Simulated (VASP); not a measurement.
# V (Im-3m) in VASP: a series of runs, part 2 of 2

VASP 6.6.1. Earlier steps stand in the parts before.

### Step 3. Single point, r2SCAN

POSCAR reads:

```
V
1.0
   -1.4917693513      1.4917693513      1.4917693513
    1.4917693513     -1.4917693513      1.4917693513
    1.4917693513      1.4917693513     -1.4917693513
V
1
Direct
    0.0000000000      0.0000000000      0.0000000000
```

INCAR.step1 reads:

```
  PREC = Accurate
  ENCUT = 520
  ISMEAR = -1
  SIGMA = 0.2
  LREAL = False
  LASPH = True
  NELM = 80
  NBANDS = 12
  GGA = PE
  ALGO = Normal
  EDIFF = 1E-4
  LWAVE = True
  LCHARG = False
```

INCAR.step2 reads:

```
  PREC = Accurate
  ENCUT = 520
  EDIFF = 1E-6
  ISMEAR = -1
  SIGMA = 0.2
  LREAL = False
  LASPH = True
  NELM = 80
  ALGO = Normal
  ISIF = 2
  LWAVE = False
  LCHARG = False
  METAGGA = R2SCAN
  LMIXTAU = True
  NBANDS = 12
  ISTART = 1
```

KPOINTS reads:

```
regular mesh
0
Gamma
  15 15 15
```

Potentials or basis: VASP PAW PBE potentials, release 64 (V_sv).

The run is started by

```console
> cat potpaw_PBE.64/V_sv/POTCAR > POTCAR
> cp INCAR.step1 INCAR
> mpirun -np 1 vasp_std > vasp.out
> cp INCAR.step2 INCAR
> mpirun -np 1 vasp_std > vasp.out
```

OUTCAR:

```text
PREC = Accurate
   ENCUT = 520
   EDIFF = 1E-6
   ISMEAR = -1
   LREAL = False
   LASPH = True
   NELM = 80
   ISIF = 2
   METAGGA = R2SCAN
   ISTART = 1

 ion  position               nearest neighbor table
   1  0.000  0.000  0.000-

  LATTYP: Found a body centered cubic cell.
 ALAT       =     2.9835387026

  Lattice vectors:

 A1 = (  -1.4917693513,   1.4917693513,   1.4917693513)
 A2 = (   1.4917693513,  -1.4917693513,   1.4917693513)
 A3 = (   1.4917693513,   1.4917693513,  -1.4917693513)

Analysis of symmetry for initial positions (statically):
=====================================================================
 Subroutine PRICEL returns:
 Original cell was already a primitive cell.

 Routine SETGRP: Setting up the symmetry group for a
 body centered cubic supercell.

 Subroutine GETGRP returns: Found 48 space group operations
 (whereof 48 operations were pure point group operations)
 out of a pool of 48 trial point group operations.

The static configuration has the point symmetry O_h .

Analysis of symmetry for dynamics (positions and initial velocities):
=====================================================================
 Subroutine PRICEL returns:
 Original cell was already a primitive cell.

 Routine SETGRP: Setting up the symmetry group for a
 body centered cubic supercell.

 Subroutine GETGRP returns: Found 48 space group operations
 (whereof 48 operations were pure point group operations)
 out of a pool of 48 trial point group operations.

The dynamic configuration has the point symmetry O_h .

 Subroutine INISYM returns: Found 48 space group operations
 (whereof 48 operations are pure point group operations),
 and found     1 'primitive' translations

----------------------------------------------------------------------------------------

[... 108 lines left out ...]
   IMIX   =      4    mixing-type and parameters
     AMIX     =   0.40;   BMIX     =  1.00
     AMIX_MAG =   1.60;   BMIX_MAG =  1.00
  volume/ion in A,a.u.               =      13.28        89.61
  Fermi-wavevector in a.u.,A,eV,Ry     =   1.625552  3.071848 35.952309  2.642420
  Thomas-Fermi vector in A             =   2.718657
   LORBIT       =      0    0 simple, 1 ext, 2 COOP (PROOUT), +10 PAW based schemes
   METAGGA = R2SCAN    functional components
   LHFCALC =     F    Hartree Fock is set to
   AEXX    =    0.0000 exact exchange contribution
   IVDW    =     0    specifies the selected vdW correction
   LEPSILON=     F    determine dielectric tensor
   LRPA    =     F    only Hartree local field effects (RPA)
 non-spin polarized calculation
  energy-cutoff  :      520.00
  volume of cell :       13.28
 maximum number of plane-waves:       370
   NGX =  9   NGY =  9   NGZ =  9

 number of electron      12.9999992 magnetization

 Free energy of the ion-electron system (eV)
  ---------------------------------------------------
  ext. energy  EPLUGINS =         0.00000000
  ---------------------------------------------------
  free energy    TOTEN  =       -14.23099307 eV

  energy without entropy =      -14.03978229  energy(sigma->0) =      -14.13538768

 E-fermi :   9.9106     XC(G=0): -14.1509

 val. band max:        9.8785554483   @ k =  -0.2667   0.2667   0.1333
 cond. band min:       9.9310680473   @ k =   0.0667   0.0667   0.0667
 fundamental gap:      0.0525125990
 Fermi energy:         9.9106170567

 k-point     1 :       0.0000    0.0000    0.0000
  band No.  band energies     occupation
      1     -56.4374      2.00000
      2     -28.5649      2.00000
      3     -28.5648      2.00000
      4     -28.5648      2.00000
      5       2.7513      2.00000
      6      10.3403      0.20899
      7      10.3403      0.20896
      8      10.3403      0.20896
      9      12.5674      0.00000
     10      12.5674      0.00000
     11      31.1959      0.00000
     12      31.1960      0.00000
[... 331 lines left out ...]
 k-point    24 :       0.4000    0.2000    0.0000
  band No.  band energies     occupation
      1     -56.2011      2.00000
      2     -29.4239      2.00000
      3     -29.0091      2.00000
      4     -28.6623      2.00000
      5       7.3797      1.99999
      6       8.7202      1.99481
      7       9.6980      1.48665
      8      12.4733      0.00001
      9      13.1352      0.00000
     10      16.5675      0.00000
     11      20.4813      0.00000
     12      23.9504      0.00000

 [... further k-points ...]
[... 5 lines left out ...]
  --------------------------------------------------------------------------------------
  -------------------------------------------------------------------------------------
  Total        0.1434659      0.1434659      0.1434659     -0.0000000      0.0000000     -0.0000000
  in kB       17.3098898     17.3098898     17.3098898     -0.0000000      0.0000000     -0.0000000
  external PRESSURE =      17.3098898 kB  Pullay stress =       0.0000000 kB

 VOLUME and BASIS-vectors are now :
 -----------------------------------------------------------------------------
  energy-cutoff  :      520.00
  volume of cell :       13.28
      direct lattice vectors                 reciprocal lattice vectors
    -1.491769351  1.491769351  1.491769351     0.000000000  0.335172458  0.335172458
     1.491769351 -1.491769351  1.491769351     0.335172458  0.000000000  0.335172458
     1.491769351  1.491769351 -1.491769351     0.335172458  0.335172458  0.000000000

 POSITION                                       TOTAL-FORCE (eV/Angst)
 -----------------------------------------------------------------------------------
      0.00000      0.00000      0.00000        -0.000000      0.000000     -0.000000
 -----------------------------------------------------------------------------------
    total drift:                                0.000000      0.000000      0.000000

  FREE ENERGIE OF THE ION-ELECTRON SYSTEM (eV)
  ---------------------------------------------------
  free  energy   TOTEN  =       -14.2309930724 eV

  energy  without entropy=      -14.0397822909  energy(sigma->0) =      -14.13538768
```

OUTCAR.step1:

```text
PREC = Accurate
   ENCUT = 520
   ISMEAR = -1
   LREAL = False
   LASPH = True
   NELM = 80
[... 574 lines left out ...]
 POSITION                                       TOTAL-FORCE (eV/Angst)
 -----------------------------------------------------------------------------------
      0.00000      0.00000      0.00000        -0.000000     -0.000000      0.000000
 -----------------------------------------------------------------------------------
    total drift:                                0.000000     -0.000000      0.000000

  FREE ENERGIE OF THE ION-ELECTRON SYSTEM (eV)
  ---------------------------------------------------
  free  energy   TOTEN  =        -9.0972000632 eV

  energy  without entropy=       -8.8989474297  energy(sigma->0) =       -8.99807375
```

Wall time 46 s (1 thread of Intel Xeon Platinum 8375C at 2.90GHz (Ice Lake), shared host); peak memory 0.14 GiB.

Results:

| Item | Value |
| --- | --- |
| Free energy | -14.2310 eV |
| Pressure | 1.7 GPa |

Levels at points of the mesh, in eV from the Fermi level:
```
           k point  band 5  band 6  band 7  band 8  band 9  band 10
(0.00, 0.00, 0.00)   -7.16    0.43    0.43    0.43    2.66     2.66
```

Caveat: the PAW data sets were made with another functional, which shifts forces and pressure a little.
